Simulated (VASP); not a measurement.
# In (P6_3/mmc) in VASP: notebook

In is run at these levels: BLYP; tasks: single point.

Program: VASP 6.6.1. These are calculated values, not measurements. Logs are shortened: lines on timing, memory, paths and dates and some standing lists are left out, and cuts for length are marked.

### Step 1. The cell of the first run

It takes space group P6_3/mmc (No. 194, hexagonal). The conventional cell has a = 3.442 Å, b = 3.442 Å, c = 11.175 Å, α = 90.00°, β = 90.00°, γ = 120.00°. In (site symmetry -3m) has 12 In at 3.43 to 3.44 Å within 4.5 Å. Within 4.5 Å of In (site symmetry -6m2) lie 12 In at 3.43 to 3.44 Å.

This isn't the form of In at room conditions, which is tetragonal.

### Step 2. Single point, BLYP (28.67 Å³/atom)

INCAR reads:

```
PREC = Accurate
ENCUT = 520
EDIFF = 1E-6
ISMEAR = -1
SIGMA = 0.1
LREAL = False
LASPH = True
NELM = 80
ALGO = Normal
ISIF = 2
LWAVE = False
LCHARG = False
GGA = B5
ALDAX = 1.0
AGGAX = 1.0
AGGAC = 1.0
ALDAC = 0.0
NBANDS = 34
```

KPOINTS reads:

```
Automatic mesh
0
Gamma
  12 12 3
```

POSCAR reads:

```
In
1.0
    3.4423860998      0.0000000000      0.0000000000
   -1.7211930499      2.9811938121      0.0000000000
    0.0000000000      0.0000000000     11.1748718332
In
4
Direct
    0.0000000000      0.0000000000      1.0000000000
    0.0000000000      1.0000000000      0.5000000000
    0.3333333333      0.6666666667      0.2500000000
    0.6666666667      0.3333333333      0.7500000000
```

Potentials or basis: VASP PAW PBE potentials, release 64 (In_d).

On the command line:

```bash
$ cat potpaw_PBE.64/In_d/POTCAR > POTCAR
$ mpirun -np 1 vasp_std > vasp.out
```

OUTCAR:

```text
PREC = Accurate
   ENCUT = 520
   EDIFF = 1E-6
   ISMEAR = -1
   LREAL = False
   LASPH = True
   NELM = 80
   ISIF = 2
   GGA = B5

 ion  position               nearest neighbor table
   1  0.000  0.000  0.000-   3 3.43   4 3.43   4 3.43   3 3.43   4 3.43   3 3.43
   2  0.000  0.000  0.500-   3 3.43   4 3.43   4 3.43   3 3.43   4 3.43   3 3.43
   3  0.333  0.667  0.250-   1 3.43   2 3.43   1 3.43   2 3.43   1 3.43   2 3.43
   4  0.667  0.333  0.750-   1 3.43   2 3.43   1 3.43   2 3.43   1 3.43   2 3.43

  LATTYP: Found a hexagonal cell.
 ALAT       =     3.4423860998
 C/A-ratio  =     3.2462575403

  Lattice vectors:

 A1 = (   3.4423860998,   0.0000000000,   0.0000000000)
 A2 = (  -1.7211930499,   2.9811938121,   0.0000000000)
 A3 = (   0.0000000000,   0.0000000000,  11.1748718332)

Analysis of symmetry for initial positions (statically):
=====================================================================
 Subroutine PRICEL returns:
 Original cell was already a primitive cell.

 Routine SETGRP: Setting up the symmetry group for a
 hexagonal supercell.

 Subroutine GETGRP returns: Found 24 space group operations
 (whereof 12 operations were pure point group operations)
 out of a pool of 24 trial point group operations.

The static configuration has the point symmetry D_3d.
 The point group associated with its full space group is D_6h.

Analysis of symmetry for dynamics (positions and initial velocities):
=====================================================================
 Subroutine PRICEL returns:
 Original cell was already a primitive cell.

 Routine SETGRP: Setting up the symmetry group for a
 hexagonal supercell.

 Subroutine GETGRP returns: Found 24 space group operations
 (whereof 12 operations were pure point group operations)
 out of a pool of 24 trial point group operations.

The dynamic configuration has the point symmetry D_3d.
 The point group associated with its full space group is D_6h.

 Subroutine INISYM returns: Found 24 space group operations
 (whereof 12 operations are pure point group operations),
 and found     1 'primitive' translations

----------------------------------------------------------------------------------------

                                     Primitive cell

  volume of cell :     114.6812

  direct lattice vectors                    reciprocal lattice vectors
     3.442386100  0.000000000  0.000000000     0.290496176  0.167718046  0.000000000
    -1.721193050  2.981193812  0.000000000     0.000000000  0.335436091  0.000000000
[... 84 lines left out ...]
   LNONCOLLINEAR =      F non collinear calculations
   LSORBIT =      F    spin-orbit coupling
   LASPH  =      T    aspherical Exc in radial PAW
   ENCUT  =  520.0 eV  38.22 Ry    6.18 a.u.   6.40  6.40 20.78*2*pi/ulx,y,z
   NELM   =     80;   NELMIN=  2; NELMDL= -5     # of ELM steps
   EDIFF  = 0.1E-05   stopping-criterion for ELM
   LREAL  =      F    real-space projection
   EDIFFG = 0.1E-04   stopping-criterion for IOM
   NSW    =      0    number of steps for IOM
   IBRION =     -1    ionic relax: 0-MD 1-quasi-New 2-CG
   NFREE  =      0    steps in history (QN), initial steepest desc. (CG)
   ISIF   =      2    stress and relaxation
   ISYM   =      2    0-nonsym 1-usesym 2-fastsym
   POTIM  = 0.5000    time-step for ionic-motion
   TEBEG  =    0.0;   TEEND  =   0.0 temperature during run
   PSTRESS=    0.0 pullay stress
   NELECT =      52.0000    total number of electrons
   NUPDOWN=      -1.0000    fix difference up-down
   EMIN   =  10.00;   EMAX   =-10.00  energy-range for DOS
   EFERMI =   0.00;   METHOD = LEGACY
   ISMEAR =    -1;   SIGMA  =   0.10  broadening in eV -4-tet -1-fermi 0-gaus
   EFERMI_NEDOS =   21; number of points for ismear=-14 and -15
   IALGO  =     38    algorithm
   IMIX   =      4    mixing-type and parameters
     AMIX     =   0.40;   BMIX     =  1.00
     AMIX_MAG =   1.60;   BMIX_MAG =  1.00
  volume/ion in A,a.u.               =      28.67       193.48
  Fermi-wavevector in a.u.,A,eV,Ry     =   1.257704  2.376716 21.521964  1.581820
  Thomas-Fermi vector in A             =   2.391350
   LORBIT       =      0    0 simple, 1 ext, 2 COOP (PROOUT), +10 PAW based schemes
   GGA     = B5    functional components
   LHFCALC =     F    Hartree Fock is set to
   AEXX    =    0.0000 exact exchange contribution
   IVDW    =     0    specifies the selected vdW correction
   LEPSILON=     F    determine dielectric tensor
   LRPA    =     F    only Hartree local field effects (RPA)
 non-spin polarized calculation
  energy-cutoff  :      520.00
  volume of cell :      114.68
 maximum number of plane-waves:      3113
 NGX is ok and might be reduce to    28
   NGX = 13   NGY = 13   NGZ = 41

 number of electron      52.0000023 magnetization

 Free energy of the ion-electron system (eV)
  ---------------------------------------------------
  ext. energy  EPLUGINS =         0.00000000
  ---------------------------------------------------
  free energy    TOTEN  =        -7.41030128 eV

  energy without entropy =       -7.33893029  energy(sigma->0) =       -7.37461578

 E-fermi :   6.9602     XC(G=0):  -9.2418

 val. band max:        6.9453631129   @ k =   0.2500   0.2500   0.0000
 cond. band min:       7.0401211554   @ k =   0.5000   0.0000   0.0000
 fundamental gap:      0.0947580425
 Fermi energy:         6.9601791504

 k-point     1 :       0.0000    0.0000    0.0000
  band No.  band energies     occupation
      1      -7.6572      2.00000
      2      -7.6392      2.00000
      3      -7.6250      2.00000
      4      -7.6250      2.00000
      5      -7.6157      2.00000
      6      -7.6104      2.00000
[... 877 lines left out ...]
     33      13.0027      0.00000
     34      13.6400      0.00000

 [... further k-points ...]
[... 5 lines left out ...]
  --------------------------------------------------------------------------------------
  -------------------------------------------------------------------------------------
  Total        1.6022843      1.6022843      1.7349675      0.0000000      0.0000000      0.0000000
  in kB       22.3850370     22.3850370     24.2387150      0.0000000      0.0000000      0.0000000
  external PRESSURE =      23.0029297 kB  Pullay stress =       0.0000000 kB

 VOLUME and BASIS-vectors are now :
 -----------------------------------------------------------------------------
  energy-cutoff  :      520.00
  volume of cell :      114.68
      direct lattice vectors                 reciprocal lattice vectors
     3.442386100  0.000000000  0.000000000     0.290496176  0.167718046  0.000000000
    -1.721193050  2.981193812  0.000000000     0.000000000  0.335436091  0.000000000
     0.000000000  0.000000000 11.174871833     0.000000000  0.000000000  0.089486485

 POSITION                                       TOTAL-FORCE (eV/Angst)
 -----------------------------------------------------------------------------------
      0.00000      0.00000      0.00000        -0.000000      0.000000     -0.000000
      0.00000      0.00000      5.58744        -0.000000      0.000000     -0.000000
     -0.00000      1.98746      2.79372         0.000000     -0.000000     -0.000000
      1.72119      0.99373      8.38115        -0.000000      0.000000      0.000000
 -----------------------------------------------------------------------------------
    total drift:                                0.000000     -0.000000      0.000000

  FREE ENERGIE OF THE ION-ELECTRON SYSTEM (eV)
  ---------------------------------------------------
  free  energy   TOTEN  =        -7.4103012751 eV

  energy  without entropy=       -7.3389302871  energy(sigma->0) =       -7.37461578
```

OSZICAR:

```text
N       E                     dE             d eps       ncg     rms          rms(c)
DAV:   1     0.506412317194E+03    0.50641E+03   -0.24888E+04  2584   0.206E+03
DAV:   2     0.427348292097E+02   -0.46368E+03   -0.45634E+03  2584   0.474E+02
DAV:   3    -0.538410636157E+01   -0.48119E+02   -0.47524E+02  2954   0.179E+02
DAV:   4    -0.741826239688E+01   -0.20342E+01   -0.20262E+01  3100   0.410E+01
DAV:   5    -0.753859910171E+01   -0.12034E+00   -0.12033E+00  4254   0.744E+00    0.399E+00
DAV:   6    -0.742662419324E+01    0.11197E+00   -0.26201E-01  3426   0.649E+00    0.167E+00
DAV:   7    -0.741112868517E+01    0.15496E-01   -0.66469E-02  3392   0.289E+00    0.438E-01
DAV:   8    -0.741025404062E+01    0.87464E-03   -0.50747E-03  2892   0.911E-01    0.638E-02
DAV:   9    -0.741027859789E+01   -0.24557E-04   -0.59078E-04  3742   0.420E-01    0.227E-02
DAV:  10    -0.741029439789E+01   -0.15800E-04   -0.11142E-04  3210   0.130E-01    0.173E-02
DAV:  11    -0.741030218460E+01   -0.77867E-05   -0.16682E-05  3230   0.346E-02    0.333E-03
DAV:  12    -0.741030127507E+01    0.90953E-06   -0.66840E-07  1570   0.138E-02
   1 F= -.74103013E+01 E0= -.73746158E+01  d E =-.713710E-01
```

Run time: 1.7 min. Hardware: 1 thread of Intel Xeon 6975P-C (Granite Rapids), shared host; peak memory 0.29 GiB.

Results:

```yaml
Free_energy: -7.4103 eV
Pressure: 2.3 GPa
Band_gap_on_the_k_mesh: zero (bands 26 and 27 overlap by 4.30 eV)
```

Caveat: the PAW data sets were made with another functional, which shifts forces and pressure a little; spin-orbit coupling is left out, which moves the levels of the heavy elements.

### Step 3. Single point, BLYP (29.92 Å³/atom)

This run uses another cell than the first one, of 29.92 Å³/atom.

INCAR reads:

```
AGGAC = 1.0 ; AGGAX = 1.0
ALDAC = 0.0 ; ALDAX = 1.0
ALGO = Normal ; EDIFF = 1E-6
ENCUT = 520 ; GGA = B5
ISIF = 2 ; ISMEAR = -1
LASPH = T ; LCHARG = F
LREAL = F ; LWAVE = F
NBANDS = 34 ; NELM = 80
PREC = Accurate ; SIGMA = 0.1
```

KPOINTS reads:

```
k-points
0
Gamma
  12 12 3
```

POSCAR reads:

```
In
1.0
    3.4915696891      0.0000000000      0.0000000000
   -1.7457848445      3.0237880499      0.0000000000
    0.0000000000      0.0000000000     11.3345344306
In
4
Direct
    0.0000000000      0.0000000000      1.0000000000
    0.0000000000      1.0000000000      0.5000000000
    0.3333333333      0.6666666667      0.2500000000
    0.6666666667      0.3333333333      0.7500000000
```

Potentials or basis: VASP PAW PBE potentials, release 64 (In_d).

On the command line:

```bash
$ cat potpaw_PBE.64/In_d/POTCAR > POTCAR
$ mpirun -np 1 vasp_std > vasp.out
```

Run time: 1.7 min. Hardware: 1 thread of Intel Xeon 6975P-C (Granite Rapids), shared host; peak memory 0.29 GiB.

Results (log left out):

```
Free energy            : -7.4640 eV
Pressure               : 1.0 GPa
Band gap on the k mesh : zero (bands 26 and 27 overlap by 4.11 eV)
```

Stress tensor (GPa, compression positive):
```
0.95 0.00 0.00
0.00 0.95 0.00
0.00 0.00 1.06
```

Levels at points of the mesh, in eV from the Fermi level:
```
           k point  band 23  band 24  band 25  band 26  band 27  band 28  band 29  band 30
(0.00, 0.00, 0.00)    -7.40    -4.29    -2.66     2.89     2.90     7.24     7.24     8.00
(0.50, 0.00, 0.00)    -3.65    -3.04    -2.45    -2.20     0.02     0.30     1.47     2.32
```

Caveat: the PAW data sets were made with another functional, which shifts forces and pressure a little; spin-orbit coupling is left out, which moves the levels of the heavy elements.
